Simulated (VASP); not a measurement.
# SnSe (Fm-3m) in VASP: notebook

Runs on SnSe. Level: LDA. Tasks: single point.

Everything below comes from runs of VASP 6.6.1. Logs are shortened: lines on timing, memory, paths and dates and some standing lists are left out, and cuts for length are marked.

## (1) The cell of the first run

It takes space group Fm-3m (No. 225, cubic). The conventional cell has a = 6.020 Å, b = 6.020 Å, c = 6.020 Å, α = 90.00°, β = 90.00°, γ = 90.00°. Sn (site symmetry m-3m) has 6 Se at 3.01 Å within 4.0 Å. Within 4.0 Å of Se (site symmetry m-3m) lie 6 Sn at 3.01 Å.

## (2) Single point, LDA

INCAR reads:

```
SYSTEM = SnSe
PREC = Accurate
ENCUT = 520
EDIFF = 1E-7
ISMEAR = -1
SIGMA = 0.05
LREAL = .FALSE.
LASPH = .TRUE.
NELM = 80
ALGO = Normal
ISIF = 2
LWAVE = .FALSE.
LCHARG = .FALSE.
GGA = CA
NBANDS = 17
```

KPOINTS reads:

```
Automatic mesh
0
G
  8 8 8
  0 0 0
```

POSCAR reads:

```
SnSe
1.0
    0.0000000000      3.0100000000      3.0100000000
    3.0100000000      0.0000000000      3.0100000000
    3.0100000000      3.0100000000      0.0000000000
Sn Se
1 1
Direct
    0.0000000000      0.0000000000      0.0000000000
    0.5000000000      0.5000000000      0.5000000000
```

Potentials or basis: VASP PAW LDA potentials, release 64 (Sn_d, Se).

On the command line:

```
$ cat potpaw_LDA.64/Sn_d/POTCAR potpaw_LDA.64/Se/POTCAR > POTCAR
$ mpirun -np 1 vasp_std > vasp.out
```

OUTCAR:

```text
SYSTEM = SnSe
   PREC = Accurate
   ENCUT = 520
   EDIFF = 1E-7
   ISMEAR = -1
   LREAL = .FALSE.
   LASPH = .TRUE.
   NELM = 80
   ISIF = 2
   GGA = CA

 ion  position               nearest neighbor table
   1  0.000  0.000  0.000-   2 3.01   2 3.01   2 3.01   2 3.01   2 3.01   2 3.01
   2  0.500  0.500  0.500-   1 3.01   1 3.01   1 3.01   1 3.01   1 3.01   1 3.01

  LATTYP: Found a face centered cubic cell.
 ALAT       =     6.0200000000

  Lattice vectors:

 A1 = (   0.0000000000,   3.0100000000,   3.0100000000)
 A2 = (   3.0100000000,   0.0000000000,   3.0100000000)
 A3 = (   3.0100000000,   3.0100000000,   0.0000000000)

Analysis of symmetry for initial positions (statically):
=====================================================================
 Subroutine PRICEL returns:
 Original cell was already a primitive cell.

 Routine SETGRP: Setting up the symmetry group for a
 face centered cubic supercell.

 Subroutine GETGRP returns: Found 48 space group operations
[... 9 lines left out ...]

 Routine SETGRP: Setting up the symmetry group for a
 face centered cubic supercell.

 Subroutine GETGRP returns: Found 48 space group operations
[... 11 lines left out ...]
                                     Primitive cell

  volume of cell :      54.5418

  direct lattice vectors                    reciprocal lattice vectors
     0.000000000  3.010000000  3.010000000    -0.166112957  0.166112957  0.166112957
     3.010000000  0.000000000  3.010000000     0.166112957 -0.166112957  0.166112957
     3.010000000  3.010000000  0.000000000     0.166112957  0.166112957 -0.166112957

  length of vectors
     4.256782823  4.256782823  4.256782823     0.287716081  0.287716081  0.287716081

  position of ions in fractional coordinates (direct lattice)
     0.000000000  0.000000000  0.000000000
     0.500000000  0.500000000  0.500000000

  ion indices of the primitive-cell ions
   primitive index   ion index
                 1           1
                 2           2

----------------------------------------------------------------------------------------

 KPOINTS: Automatic mesh

Automatic generation of k-mesh.
 Grid dimensions read from file:
 generate k-points for:    8    8    8

 Generating k-lattice:

  Cartesian coordinates                     Fractional coordinates (reciprocal lattice)
    -0.020764120  0.020764120  0.020764120     0.125000000  0.000000000  0.000000000
     0.020764120 -0.020764120  0.020764120     0.000000000  0.125000000  0.000000000
     0.020764120  0.020764120 -0.020764120     0.000000000  0.000000000  0.125000000

  Length of vectors
     0.035964510  0.035964510  0.035964510

  Shift w.r.t. Gamma in fractional coordinates (k-lattice)
     0.000000000  0.000000000  0.000000000

 Subroutine IBZKPT returns following result:
 ===========================================

 Found     29 irreducible k-points:

 Following reciprocal coordinates:
            Coordinates               Weight
  0.000000  0.000000  0.000000      1.000000
  0.125000  0.000000  0.000000      8.000000
  0.250000  0.000000  0.000000      8.000000
  0.375000  0.000000  0.000000      8.000000
  0.500000  0.000000  0.000000      4.000000
  0.125000  0.125000  0.000000      6.000000
[... 16 lines left out ...]
  0.500000  0.250000  0.125000     48.000000
 -0.375000  0.250000  0.125000     24.000000
 [... further k-points ...]
   k-points           NKPTS =     29   k-points in BZ     NKDIM =     29   number of bands    NBANDS=     17
   number of dos      NEDOS =    301   number of ions     NIONS =      2
   total plane-waves  NPLWV =  32768
   dimension x,y,z NGX =    32 NGY =   32 NGZ =   32
   dimension x,y,z NGXF=    64 NGYF=   64 NGZF=   64
   ions per type =               1   1
   NGX,Y,Z   is equivalent  to a cutoff of  12.50, 12.50, 12.50 a.u.
   NGXF,Y,Z  is equivalent  to a cutoff of  24.99, 24.99, 24.99 a.u.
 SYSTEM =  SnSe
   PREC   = accura    normal or accurate (medium, high low for compatibility)
   ISTART =      0    job   : 0-new  1-cont  2-samecut
   ICHARG =      2    charge: 1-file 2-atom 10-const
   ISPIN  =      1    spin polarized calculation?
   LNONCOLLINEAR =      F non collinear calculations
   LSORBIT =      F    spin-orbit coupling
   LASPH  =      T    aspherical Exc in radial PAW
   ENCUT  =  520.0 eV  38.22 Ry    6.18 a.u.   7.91  7.91  7.91*2*pi/ulx,y,z
   NELM   =     80;   NELMIN=  2; NELMDL= -5     # of ELM steps
   EDIFF  = 0.1E-06   stopping-criterion for ELM
   LREAL  =      F    real-space projection
   EDIFFG = 0.1E-05   stopping-criterion for IOM
   NSW    =      0    number of steps for IOM
   IBRION =     -1    ionic relax: 0-MD 1-quasi-New 2-CG
   NFREE  =      0    steps in history (QN), initial steepest desc. (CG)
   ISIF   =      2    stress and relaxation
   ISYM   =      2    0-nonsym 1-usesym 2-fastsym
   POTIM  = 0.5000    time-step for ionic-motion
   TEBEG  =    0.0;   TEEND  =   0.0 temperature during run
   PSTRESS=    0.0 pullay stress
   NELECT =      20.0000    total number of electrons
   NUPDOWN=      -1.0000    fix difference up-down
   EMIN   =  10.00;   EMAX   =-10.00  energy-range for DOS
   EFERMI =   0.00;   METHOD = LEGACY
   ISMEAR =    -1;   SIGMA  =   0.05  broadening in eV -4-tet -1-fermi 0-gaus
   EFERMI_NEDOS =   21; number of points for ismear=-14 and -15
   IALGO  =     38    algorithm
   IMIX   =      4    mixing-type and parameters
     AMIX     =   0.40;   BMIX     =  1.00
     AMIX_MAG =   1.60;   BMIX_MAG =  1.00
  volume/ion in A,a.u.               =      27.27       184.03
  Fermi-wavevector in a.u.,A,eV,Ry     =   1.171768  2.214321 18.681350  1.373040
  Thomas-Fermi vector in A             =   2.308207
   LORBIT       =      0    0 simple, 1 ext, 2 COOP (PROOUT), +10 PAW based schemes
   GGA     = CA    functional components
   LHFCALC =     F    Hartree Fock is set to
   AEXX    =    0.0000 exact exchange contribution
   IVDW    =     0    specifies the selected vdW correction
   LEPSILON=     F    determine dielectric tensor
   LRPA    =     F    only Hartree local field effects (RPA)
 non-spin polarized calculation
  energy-cutoff  :      520.00
  volume of cell :       54.54
 maximum number of plane-waves:      1480
   NGX = 15   NGY = 15   NGZ = 15

 number of electron      20.0000006 magnetization

 Free energy of the ion-electron system (eV)
  ---------------------------------------------------
  ext. energy  EPLUGINS =         0.00000000
  ---------------------------------------------------
  free energy    TOTEN  =        -9.47485742 eV

  energy without entropy =       -9.47481494  energy(sigma->0) =       -9.47483618

 E-fermi :   5.6238     XC(G=0):  -9.8824

 val. band max:        5.3259398022   @ k =   0.5000   0.0000   0.0000
 cond. band min:       5.9555404628   @ k =   0.5000   0.0000   0.0000
 fundamental gap:      0.6296006606
 Fermi energy:         5.6237970196

 k-point     1 :       0.0000    0.0000    0.0000
  band No.  band energies     occupation
      1     -16.0724      2.00000
      2     -16.0724      2.00000
      3     -16.0704      2.00000
      4     -16.0704      2.00000
      5     -16.0704      2.00000
      6      -8.4457      2.00000
[... 9 lines left out ...]
     16      11.2878      0.00000
     17      13.5553      0.00000

 k-point     2 :       0.1250    0.0000    0.0000
  band No.  band energies     occupation
      1     -16.0733      2.00000
      2     -16.0733      2.00000
      3     -16.0700      2.00000
      4     -16.0687      2.00000
      5     -16.0687      2.00000
      6      -8.3361      2.00000
[... 9 lines left out ...]
     16      11.6550      0.00000
     17      14.6292      0.00000

 k-point     3 :       0.2500    0.0000    0.0000
  band No.  band energies     occupation
      1     -16.0761      2.00000
      2     -16.0761      2.00000
      3     -16.0691      2.00000
      4     -16.0641      2.00000
      5     -16.0641      2.00000
      6      -8.0407      2.00000
[... 9 lines left out ...]
     16      12.6139      0.00000
     17      16.7591      0.00000

 k-point     4 :       0.3750    0.0000    0.0000
  band No.  band energies     occupation
      1     -16.0790      2.00000
      2     -16.0790      2.00000
      3     -16.0683      2.00000
      4     -16.0595      2.00000
      5     -16.0595      2.00000
      6      -7.6833      2.00000
[... 9 lines left out ...]
     16      14.0885      0.00000
     17      16.7478      0.00000

 k-point     5 :       0.5000    0.0000    0.0000
  band No.  band energies     occupation
      1     -16.0802      2.00000
      2     -16.0802      2.00000
      3     -16.0679      2.00000
      4     -16.0575      2.00000
      5     -16.0575      2.00000
      6      -7.5078      2.00000
[... 9 lines left out ...]
     16      15.6465      0.00000
     17      15.6465      0.00000

 k-point     6 :       0.1250    0.1250    0.0000
  band No.  band energies     occupation
      1     -16.0754      2.00000
      2     -16.0714      2.00000
      3     -16.0713      2.00000
      4     -16.0678      2.00000
      5     -16.0678      2.00000
      6      -8.2995      2.00000
[... 9 lines left out ...]
     16      12.3096      0.00000
     17      13.8277      0.00000
[... 281 lines left out ...]
 k-point    21 :       0.5000    0.5000    0.0000
  band No.  band energies     occupation
      1     -16.1014      2.00000
      2     -16.0772      2.00000
      3     -16.0646      2.00000
      4     -16.0524      2.00000
      5     -16.0524      2.00000
      6      -7.2312      2.00000
[... 9 lines left out ...]
     16      16.9780      0.00000
     17      18.0828      0.00000

 k-point    22 :       0.3750    0.2500    0.1250
  band No.  band energies     occupation
      1     -16.0825      2.00000
      2     -16.0725      2.00000
      3     -16.0710      2.00000
      4     -16.0618      2.00000
      5     -16.0603      2.00000
      6      -7.8056      2.00000
[... 9 lines left out ...]
     16      14.8142      0.00000
     17      15.0304      0.00000

 k-point    23 :       0.5000    0.2500    0.1250
  band No.  band energies     occupation
      1     -16.0850      2.00000
      2     -16.0744      2.00000
      3     -16.0682      2.00000
      4     -16.0602      2.00000
      5     -16.0577      2.00000
      6      -7.5034      2.00000
[... 9 lines left out ...]
     16      15.0653      0.00000
     17      16.4809      0.00000

 k-point    24 :      -0.3750    0.2500    0.1250
  band No.  band energies     occupation
      1     -16.0859      2.00000
      2     -16.0755      2.00000
      3     -16.0654      2.00000
      4     -16.0616      2.00000
      5     -16.0562      2.00000
      6      -7.3611      2.00000
[... 9 lines left out ...]
     16      16.1710      0.00000
     17      16.2994      0.00000

 [... further k-points ...]
[... 5 lines left out ...]
  --------------------------------------------------------------------------------------
  -------------------------------------------------------------------------------------
  Total       -1.1213026     -1.1213026     -1.1213026      0.0000000     -0.0000000     -0.0000000
  in kB      -32.9385088    -32.9385088    -32.9385088      0.0000000     -0.0000000     -0.0000000
  external PRESSURE =     -32.9385088 kB  Pullay stress =       0.0000000 kB

 VOLUME and BASIS-vectors are now :
 -----------------------------------------------------------------------------
  energy-cutoff  :      520.00
  volume of cell :       54.54
      direct lattice vectors                 reciprocal lattice vectors
     0.000000000  3.010000000  3.010000000    -0.166112957  0.166112957  0.166112957
     3.010000000  0.000000000  3.010000000     0.166112957 -0.166112957  0.166112957
     3.010000000  3.010000000  0.000000000     0.166112957  0.166112957 -0.166112957

 POSITION                                       TOTAL-FORCE (eV/Angst)
 -----------------------------------------------------------------------------------
      0.00000      0.00000      0.00000        -0.000000     -0.000000     -0.000000
      3.01000      3.01000      3.01000         0.000000      0.000000      0.000000
 -----------------------------------------------------------------------------------
    total drift:                                0.000000     -0.000000     -0.000000

  FREE ENERGIE OF THE ION-ELECTRON SYSTEM (eV)
  ---------------------------------------------------
  free  energy   TOTEN  =        -9.4748574249 eV

  energy  without entropy=       -9.4748149415  energy(sigma->0) =       -9.47483618
```

Run time: 27 s. Hardware: 1 thread of Intel Xeon 8259CL, shared host; peak memory 0.17 GiB.

Results:

```
Free energy            : -9.4749 eV
Pressure               : -3.3 GPa
Band gap on the k mesh : 0.63 eV, direct
```

Levels at points of the mesh, in eV from the valence-band top:
```tsv
k point	band 8	band 9	band 10	band 11	band 12	band 13
(0.00, 0.00, 0.00)	-2.07	-2.07	-2.07	4.32	4.32	4.32
(0.50, 0.00, 0.00)	-1.81	-1.81	0.00	0.63	1.28	1.28
(0.50, 0.50, 0.00)	-5.37	-3.53	-3.53	3.08	5.35	5.35
```

Caveat: spin-orbit coupling is left out, which moves the levels of the heavy elements. A k mesh can miss the band edges.

## (3) Single point, LDA

This run uses another cell than the first one, of 26.73 Å³/atom, 0.980 times its volume.

INCAR reads:

```
ALGO = Normal ; EDIFF = 1E-6
ENCUT = 520 ; GGA = CA
ISIF = 2 ; ISMEAR = -1
LASPH = T ; LCHARG = F
LREAL = F ; LWAVE = F
NBANDS = 17 ; NELM = 80
PREC = Accurate ; SIGMA = 0.05
```

KPOINTS reads:

```
k-points
0
Gamma
  8 8 8
```

POSCAR reads:

```
SnSe
1.0
    0.0000000000      2.9897980490      2.9897980490
    2.9897980490      0.0000000000      2.9897980490
    2.9897980490      2.9897980490      0.0000000000
Sn Se
1 1
Direct
    0.0000000000      0.0000000000      0.0000000000
    0.5000000000      0.5000000000      0.5000000000
```

Potentials or basis: VASP PAW LDA potentials, release 64 (Sn_d, Se).

On the command line:

```
$ cat potpaw_LDA.64/Sn_d/POTCAR potpaw_LDA.64/Se/POTCAR > POTCAR
$ mpirun -np 1 vasp_std > vasp.out
```

Wall time 29 s (1 thread of Intel Xeon 8259CL, shared host); peak memory 0.16 GiB.

Results (log left out):

```
Free energy            : -9.4938 eV
Pressure               : -2.3 GPa
Band gap on the k mesh : 0.72 eV, direct
```

Levels at points of the mesh, in eV from the valence-band top:
```
           k point  band 6  band 7  band 8  band 9  band 10  band 11  band 12  band 13  band 14  band 15
(0.00, 0.00, 0.00)  -13.90   -5.01   -2.11   -2.11    -2.11     4.41     4.41     4.41     5.95     5.95
(0.50, 0.00, 0.00)  -12.91   -8.10   -1.85   -1.85     0.00     0.72     1.29     1.29     8.32    10.24
(0.50, 0.50, 0.00)  -12.62   -6.00   -5.50   -3.61    -3.61     3.03     5.48     5.48     6.12    10.69
```

Caveat: spin-orbit coupling is left out, which moves the levels of the heavy elements. A k mesh can miss the band edges.

## (4) Single point, LDA

This run uses another cell than the first one, of 27.82 Å³/atom, 1.020 times its volume.

INCAR reads:

```
ALGO = Normal
EDIFF = 1E-6
ENCUT = 520
ISIF = 2
ISMEAR = -1
LASPH = T
LCHARG = T
LELF = T
LREAL = F
LVHAR = T
LWAVE = F
NBANDS = 17
NELM = 80
PREC = Accurate
SIGMA = 0.05
```

KPOINTS is that of step 3.

POSCAR reads:

```
SnSe
1.0
    0.0000000000      3.0299343558      3.0299343558
    3.0299343558      0.0000000000      3.0299343558
    3.0299343558      3.0299343558      0.0000000000
Sn Se
1 1
Direct
    0.0000000000      0.0000000000      0.0000000000
    0.5000000000      0.5000000000      0.5000000000
```

On the command line:

```
$ cat potpaw_LDA.64/Sn_d/POTCAR potpaw_LDA.64/Se/POTCAR > POTCAR
$ mpirun -np 1 vasp_std > vasp.out
```

Run time: 31 s. Hardware: 1 thread of Intel Xeon 8259CL, shared host; peak memory 0.17 GiB.

Results (log left out):

- Free energy: -9.4497 eV
- Pressure: -4.1 GPa
- Band gap on the k mesh: 0.55 eV, direct

Levels at points of the mesh, in eV from the valence-band top:
```
           k point  band 6  band 7  band 8  band 9  band 10  band 11  band 12  band 13  band 14  band 15
(0.00, 0.00, 0.00)  -13.65   -5.16   -2.02   -2.02    -2.02     4.23     4.23     4.23     5.97     5.97
(0.50, 0.00, 0.00)  -12.76   -7.92   -1.77   -1.77     0.00     0.55     1.28     1.28     8.19    10.05
(0.50, 0.50, 0.00)  -12.50   -6.02   -5.25   -3.45    -3.45     3.14     5.23     5.23     5.84    10.54
```

Caveat: spin-orbit coupling is left out, which moves the levels of the heavy elements. A k mesh can miss the band edges.

## (5) Single point, LDA

This run uses another cell than the first one, of 28.36 Å³/atom, 1.040 times its volume.

INCAR reads:

```
PREC     = Accurate       # precision mode
ENCUT    = 520            # plane-wave cutoff, eV
EDIFF    = 1E-6           # SCF threshold, eV
ISMEAR   = -1             # smearing method
SIGMA    = 0.05           # smearing width, eV
LREAL    = False          # projectors in reciprocal space
LASPH    = True           # aspherical terms in the spheres
NELM     = 60             # most SCF steps
ALGO     = Normal         # electronic algorithm
ISIF     = 2              # what is computed and relaxed
LWAVE    = False          # write WAVECAR
LCHARG   = False          # write CHGCAR
GGA      = CA             # functional
NBANDS   = 17             # bands
```

KPOINTS reads:

```
regular mesh
0
Gamma
  8 8 8
```

POSCAR reads:

```
SnSe
1.0
    0.0000000000      3.0496098055      3.0496098055
    3.0496098055      0.0000000000      3.0496098055
    3.0496098055      3.0496098055      0.0000000000
Sn Se
1 1
Direct
    0.0000000000      0.0000000000      0.0000000000
    0.5000000000      0.5000000000      0.5000000000
```

On the command line:

```
$ cat potpaw_LDA.64/Sn_d/POTCAR potpaw_LDA.64/Se/POTCAR > POTCAR
$ mpirun -np 1 vasp_std > vasp.out
```

Run time: 27 s. Hardware: 1 thread of Intel Xeon 8259CL, shared host; peak memory 0.17 GiB.

Results (log left out):

| Property | Result |
| --- | --- |
| Free energy | -9.4190 eV |
| Pressure | -4.9 GPa |
| Band gap on the k mesh | 0.47 eV, direct |

Levels at points of the mesh, in eV from the valence-band top:
```
           k point  band 7  band 8  band 9  band 10  band 11  band 12  band 13  band 14
(0.00, 0.00, 0.00)   -5.23   -1.98   -1.98    -1.98     4.15     4.15     4.15     5.98
(0.50, 0.00, 0.00)   -7.84   -1.73   -1.73     0.00     0.47     1.28     1.28     8.12
(0.50, 0.50, 0.00)   -6.03   -5.13   -3.37    -3.37     3.19     5.11     5.11     5.70
```

Caveat: spin-orbit coupling is left out, which moves the levels of the heavy elements.

(Continued in part 2 of 2.)
